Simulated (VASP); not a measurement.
Sn2GeP2:

```
CELL_PARAMETERS angstrom
-2.92615 2.92615 3.78712
2.92615 -2.92615 3.78712
2.92615 2.92615 -3.78712
ATOMIC_POSITIONS crystal
Sn 0.20550 0.20550 0.00000
Sn 0.79450 0.79450 0.00000
Ge 0.50000 0.50000 0.00000
P 0.75000 0.25000 0.50000
P 0.25000 0.75000 0.50000
```

The cell was generated, and may not be a known phase.

- Program: VASP 6.6.1
- Task: relaxation of cell and atoms
- Functional: PBE
- Potentials or basis: VASP PAW PBE potentials, release 64 (Sn_d, Ge_d, P)
- Cutoff: 600 eV
- k mesh: 4 × 4 × 4
- Occupations: gaussian, width 0.1 eV
- Spin: no spin polarisation

At the start: pressure 5.0 GPa; volume 25.94 Å³/atom.

Q: How do energy, volume and symmetry change on relaxing?

A: Over 13 steps the energy falls by 631.6 meV/atom and the volume is 23.35 Å³/atom (-10.0 %); space group I4/mmm (No. 139, to 0.1 Å) before and after.

The path:
```csv
step,energy change (eV),largest force (eV/Å),pressure (GPa),volume (Å³)
1,0.0000,5.6388,5.04,129.71
2,-2.3865,0.1915,-6.87,142.25
3,-2.3205,0.3181,-5.54,139.05
4,-2.3800,0.1439,-6.63,141.51
5,-3.0550,0.8974,-1.04,120.82
6,-3.0626,0.9714,-0.19,118.98
7,-3.0628,0.9902,0.01,118.53
8,-3.1436,0.4143,0.48,116.13
9,-3.1504,0.1103,0.74,115.22
10,-3.1505,0.1386,0.72,115.30
11,-3.1565,0.0085,-0.24,117.05
12,-3.1565,0.0027,-0.18,116.94
13,-3.1579,0.0384,-0.08,116.77
```

Final structure:
```
Sn Ge P
1.0
    -2.54455    2.54455    4.50871
     2.54455   -2.54455    4.50871
     2.54455    2.54455   -4.50871
Sn Ge P
2 1 2
Direct
  0.15718 0.15718 0.00000
  0.84282 0.84282 0.00000
  0.50000 0.50000 0.00000
  0.75000 0.25000 0.50000
  0.25000 0.75000 0.50000
```
